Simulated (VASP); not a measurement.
# MgO (P1) in VASP: further runs

MgO is run at these levels: PBEsol; tasks: single point.

Program: VASP 6.6.1. These are calculated values, not measurements. Logs are shortened: lines on timing, memory, paths and dates and some standing lists are left out, and cuts for length are marked.

### 1 The cell of the first run

The typed cell holds 8 atoms: a = 3.255 Å, b = 3.255 Å, c = 10.415 Å, α = 90.00°, β = 90.00°, γ = 120.00°.

### 2 Single point, PBEsol (atom 6 (O) moved by -0.130 Å along [1 0 0] and +0.000 Å along [0 0 1])

INCAR

```
PREC = Accurate ; ENCUT = 520
EDIFF = 1E-6 ; ISMEAR = 0
SIGMA = 0.05 ; LREAL = False
LASPH = True ; NELM = 60
ALGO = Normal ; ISIF = 2
LWAVE = False ; LCHARG = False
GGA = PS ; NBANDS = 26
```

KPOINTS

```
Automatic mesh
0
Gamma
  9 9 4
```

POSCAR

```
MgO
1.0
    3.2553371795      0.0000000000      0.0000000000
   -1.6276685897      2.8192046953      0.0000000000
    0.0000000000      0.0000000000     10.4149514991
Mg O
4 4
Direct
    0.3333333333      0.6666666667      0.9695963559
    0.0000000000      0.0000000000      0.2209473890
    0.0000000000      0.0000000000      0.7209473890
    0.6666666667      0.3333333333      0.4695963559
    0.3333333333      0.6666666667      0.7799156657
   -0.0399344193      0.0000000000      0.5295387694
    0.0000000000      0.0000000000      0.0295387694
    0.6666666667      0.3333333333      0.2799156657
```

Potentials or basis: VASP PAW PBE potentials, release 64 (Mg, O).

Started as:

```
$ cat potpaw_PBE.64/Mg/POTCAR potpaw_PBE.64/O/POTCAR > POTCAR
$ mpirun -np 1 vasp_std > vasp.out
```

OUTCAR:

```text
PREC = Accurate
   ENCUT = 520
   EDIFF = 1E-6
   ISMEAR = 0
   LREAL = False
   LASPH = True
   NELM = 60
   ISIF = 2
   GGA = PS

 ion  position               nearest neighbor table
   1  0.333  0.667  0.970-   5 1.98   7 1.98   7 1.98   7 1.98   3 3.20   3 3.20   3 3.20   2 3.22
                             2 3.22   2 3.22
   2  0.000  0.000  0.221-   8 1.98   8 1.98   8 1.98   7 1.99   4 3.20   4 3.20   4 3.20   1 3.22
                             1 3.22   1 3.22
   3  0.000  0.000  0.721-   5 1.98   5 1.98   5 1.98   6 2.00   1 3.20   1 3.20   1 3.20   4 3.22
                             4 3.22   4 3.22
   4  0.667  0.333  0.470-   6 1.88   8 1.98   6 1.98   6 2.09   2 3.20   2 3.20   2 3.20   3 3.22
                             3 3.22   3 3.22
   5  0.333  0.667  0.780-   1 1.98   3 1.98   3 1.98   3 1.98
   6  0.960  0.000  0.530-   4 1.88   4 1.98   3 2.00   4 2.09
   7  0.000  0.000  0.030-   1 1.98   1 1.98   1 1.98   2 1.99
   8  0.667  0.333  0.280-   4 1.98   2 1.98   2 1.98   2 1.98

  LATTYP: Found a hexagonal cell.
 ALAT       =     3.2553371795
 C/A-ratio  =     3.1993464655

  Lattice vectors:

 A1 = (   3.2553371795,   0.0000000000,   0.0000000000)
 A2 = (  -1.6276685897,   2.8192046953,   0.0000000000)
 A3 = (   0.0000000000,   0.0000000000,  10.4149514991)

Analysis of symmetry for initial positions (statically):
=====================================================================
 Subroutine PRICEL returns:
 Original cell was already a primitive cell.

 Routine SETGRP: Setting up the symmetry group for a
 hexagonal supercell.

 Subroutine GETGRP returns: Found  1 space group operations
 (whereof  1 operations were pure point group operations)
 out of a pool of 24 trial point group operations.

The static configuration has the point symmetry C_1 .

Analysis of symmetry for dynamics (positions and initial velocities):
=====================================================================
 Subroutine PRICEL returns:
 Original cell was already a primitive cell.

 Routine SETGRP: Setting up the symmetry group for a
 hexagonal supercell.

 Subroutine GETGRP returns: Found  1 space group operations
 (whereof  1 operations were pure point group operations)
 out of a pool of 24 trial point group operations.

The dynamic configuration has the point symmetry C_1 .

 Subroutine INISYM returns: Found  1 space group operations
 (whereof  1 operations are pure point group operations),
 and found     1 'primitive' translations

[... 107 lines left out ...]
   LREAL  =      F    real-space projection
   EDIFFG = 0.1E-04   stopping-criterion for IOM
   NSW    =      0    number of steps for IOM
   IBRION =     -1    ionic relax: 0-MD 1-quasi-New 2-CG
   NFREE  =      0    steps in history (QN), initial steepest desc. (CG)
   ISIF   =      2    stress and relaxation
   ISYM   =      2    0-nonsym 1-usesym 2-fastsym
   POTIM  = 0.5000    time-step for ionic-motion
   TEBEG  =    0.0;   TEEND  =   0.0 temperature during run
   PSTRESS=    0.0 pullay stress
   NELECT =      32.0000    total number of electrons
   NUPDOWN=      -1.0000    fix difference up-down
   EMIN   =  10.00;   EMAX   =-10.00  energy-range for DOS
   EFERMI =   0.00;   METHOD = LEGACY
   ISMEAR =     0;   SIGMA  =   0.05  broadening in eV -4-tet -1-fermi 0-gaus
   EFERMI_NEDOS =   21; number of points for ismear=-14 and -15
   IALGO  =     38    algorithm
   IMIX   =      4    mixing-type and parameters
     AMIX     =   0.40;   BMIX     =  1.00
     AMIX_MAG =   1.60;   BMIX_MAG =  1.00
  volume/ion in A,a.u.               =      11.95        80.63
  Fermi-wavevector in a.u.,A,eV,Ry     =   1.136750  2.148146 17.581449  1.292200
  Thomas-Fermi vector in A             =   2.273455
   LORBIT       =      0    0 simple, 1 ext, 2 COOP (PROOUT), +10 PAW based schemes
   GGA     = PS    functional components
   LHFCALC =     F    Hartree Fock is set to
   AEXX    =    0.0000 exact exchange contribution
   IVDW    =     0    specifies the selected vdW correction
   LEPSILON=     F    determine dielectric tensor
   LRPA    =     F    only Hartree local field effects (RPA)
 non-spin polarized calculation
 Gauss-broadening in eV      SIGMA  =   0.05
  energy-cutoff  :      520.00
  volume of cell :       95.58
 maximum number of plane-waves:      2616
   NGX = 13   NGY = 13   NGZ = 39

 number of electron      32.0000021 magnetization

 Free energy of the ion-electron system (eV)
  ---------------------------------------------------
  ext. energy  EPLUGINS =         0.00000000
  ---------------------------------------------------
  free energy    TOTEN  =       -48.85720626 eV

  energy without entropy =      -48.85720626  energy(sigma->0) =      -48.85720626

 E-fermi :   0.9752     XC(G=0):  -9.9270

 val. band max:        0.7351432850   @ k =   0.0000   0.0000   0.0000
 cond. band min:       4.1734464420   @ k =   0.0000   0.0000   0.0000
 fundamental gap:      3.4383031570
 Fermi energy:         0.9751971343

 k-point     1 :       0.0000    0.0000    0.0000
  band No.  band energies     occupation
      1     -15.1843      2.00000
      2     -14.8502      2.00000
      3     -14.8360      2.00000
      4     -14.4722      2.00000
      5      -2.4179      2.00000
      6      -1.2243      2.00000
[... 685 lines left out ...]
     25      13.6447      0.00000
     26      14.0590      0.00000

 [... further k-points ...]
[... 5 lines left out ...]
  --------------------------------------------------------------------------------------
  -------------------------------------------------------------------------------------
  Total        0.1881183     -0.0017113     -0.0931782     -0.8520088     -0.1982363      0.6130383
  in kB        3.1532741     -0.0286848     -1.5618708    -14.2815321     -3.3228736     10.2758633
  external PRESSURE =       0.5209062 kB  Pullay stress =       0.0000000 kB

 VOLUME and BASIS-vectors are now :
 -----------------------------------------------------------------------------
  energy-cutoff  :      520.00
  volume of cell :       95.58
      direct lattice vectors                 reciprocal lattice vectors
     3.255337180  0.000000000  0.000000000     0.307187841  0.177354983  0.000000000
    -1.627668590  2.819204695  0.000000000     0.000000000  0.354709965  0.000000000
     0.000000000  0.000000000 10.414951499     0.000000000  0.000000000  0.096015810

 POSITION                                       TOTAL-FORCE (eV/Angst)
 -----------------------------------------------------------------------------------
     -0.00000      1.87947     10.09830        -0.001051     -0.000179     -0.000741
      0.00000      0.00000      2.30116        -0.012078      0.000058     -0.003069
      0.00000      0.00000      7.50863        -0.071806      0.000144     -0.024961
      1.62767      0.93973      4.89082        -1.146851      0.278432     -0.162038
     -0.00000      1.87947      8.12278        -0.027458     -0.005132      0.004286
      3.12534      0.00000      5.51512         1.289213     -0.277040      0.186219
      0.00000      0.00000      0.30764         0.000238     -0.000018      0.002638
      1.62767      0.93973      2.91531        -0.030208      0.003735     -0.002335
 -----------------------------------------------------------------------------------
    total drift:                                0.001155     -0.000137     -0.002558

  FREE ENERGIE OF THE ION-ELECTRON SYSTEM (eV)
  ---------------------------------------------------
  free  energy   TOTEN  =       -48.8572062650 eV

  energy  without entropy=      -48.8572062650  energy(sigma->0) =      -48.85720626
```

stdout:

```text
POSCAR found type information on POSCAR MgO
 POSCAR found :  2 types and       8 ions
 scaLAPACK will be used
 -----------------------------------------------------------------------------
|                                                                             |
|                                                                             |
|     You enforced a specific xc type in the INCAR file but a different       |
|     I HOPE YOU KNOW WHAT YOU ARE DOING!                                     |
|                                                                             |
 -----------------------------------------------------------------------------

 LDA part: xc-table for (Slater+PW92), standard interpolation
 POSCAR, INCAR and KPOINTS ok, starting setup
 FFT: planning ... GRIDC
 FFT: planning ... GRID_SOFT
 FFT: planning ... GRID
 WAVECAR not read
 entering main loop
```

Wall time 2 min (1 thread of Intel Xeon Platinum 8559C (Emerald Rapids), shared host); peak memory 0.43 GiB.

Results:

```
Free energy            : -48.8572 eV
Pressure               : 0.1 GPa
Largest force          : 1.332 eV/Å
Band gap on the k mesh : 3.44 eV
```

Forces in eV/Å, atoms in the order of the input:
```
Mg  -0.001  0.000 -0.001
Mg  -0.012  0.000 -0.003
Mg  -0.072  0.000 -0.025
Mg  -1.147  0.278 -0.162
O   -0.027 -0.005  0.004
O    1.289 -0.277  0.186
O    0.000  0.000  0.003
O   -0.030  0.004 -0.002
```

Caveat: the cell differs from its parent crystal (atom 6 (O) moved by -0.130 Å along [1 0 0] and +0.000 Å along [0 0 1]); the PAW data sets were made with another functional, which shifts forces and pressure a little; an odd mesh through Γ misses points on the zone boundary, where band edges can lie.

### 3 Single point, PBEsol (atom 6 (O) moved by -0.650 Å along [1 0 0] and +0.520 Å along [0 0 1])

INCAR

```
ALGO     = Normal         # electronic algorithm
EDIFF    = 1E-7           # SCF threshold, eV
ENCUT    = 520            # plane-wave cutoff, eV
GGA      = PS             # functional
ISIF     = 2              # what is computed and relaxed
ISMEAR   = 0              # smearing method
LASPH    = True           # aspherical terms in the spheres
LCHARG   = False          # write CHGCAR
LREAL    = False          # projectors in reciprocal space
LWAVE    = False          # write WAVECAR
NBANDS   = 26             # bands
NELM     = 80             # most SCF steps
PREC     = Accurate       # precision mode
SIGMA    = 0.05           # smearing width, eV
```

KPOINTS

```
k-points
0
Gamma
  9 9 4
```

Changes to POSCAR since step 2:

```diff
@@ -13,3 +13,3 @@
     0.3333333333      0.6666666667      0.7799156657
-   -0.0399344193      0.0000000000      0.5295387694
+   -0.1996720967      0.0000000000      0.5794669904
     0.0000000000      0.0000000000      0.0295387694
```

Potentials or basis: VASP PAW PBE potentials, release 64 (Mg, O).

Started as:

```
$ cat potpaw_PBE.64/Mg/POTCAR potpaw_PBE.64/O/POTCAR > POTCAR
$ mpirun -np 1 vasp_std > vasp.out
```

Run time: 2.4 min. Hardware: 1 thread of Intel Xeon Platinum 8559C (Emerald Rapids), shared host; peak memory 0.43 GiB.

It converged, with:

```yaml
Free_energy: -46.0490 eV
Pressure: 8.7 GPa
Largest_force: 9.604 eV/Å
Band_gap_on_the_k_mesh: 1.10 eV
```

Forces on the atoms (eV/Å):
```
Mg  -0.004 -0.003 -0.949
Mg  -0.021  0.000 -1.005
Mg   2.967  0.011  7.484
Mg  -1.950  1.863  0.582
O   -0.284 -0.275  1.450
O   -0.660 -1.626 -9.442
O    0.002 -0.002  0.989
O   -0.049  0.032  0.891
```

Stress tensor (GPa, compression positive):
```
 4.77 -0.14 10.43
-0.14  1.72 -4.73
10.43 -4.73 19.60
```

Levels at points of the mesh, in eV from the valence-band top:
| k point | band 13 | band 14 | band 15 | band 16 | band 17 | band 18 | band 19 | band 20 |
| --- | --- | --- | --- | --- | --- | --- | --- | --- |
| (0.00, 0.00, 0.00) | -1.22 | -0.77 | -0.21 | 0.00 | 1.10 | 3.88 | 4.56 | 7.08 |
| (0.00, 0.00, 0.50) | -1.44 | -0.94 | -0.21 | -0.03 | 1.53 | 3.17 | 5.63 | 5.99 |

Caveat: the cell differs from its parent crystal (atom 6 (O) moved by -0.650 Å along [1 0 0] and +0.520 Å along [0 0 1]); the cell stands under pressure; the PAW data sets were made with another functional, which shifts forces and pressure a little; an odd mesh through Γ misses points on the zone boundary, where band edges can lie.
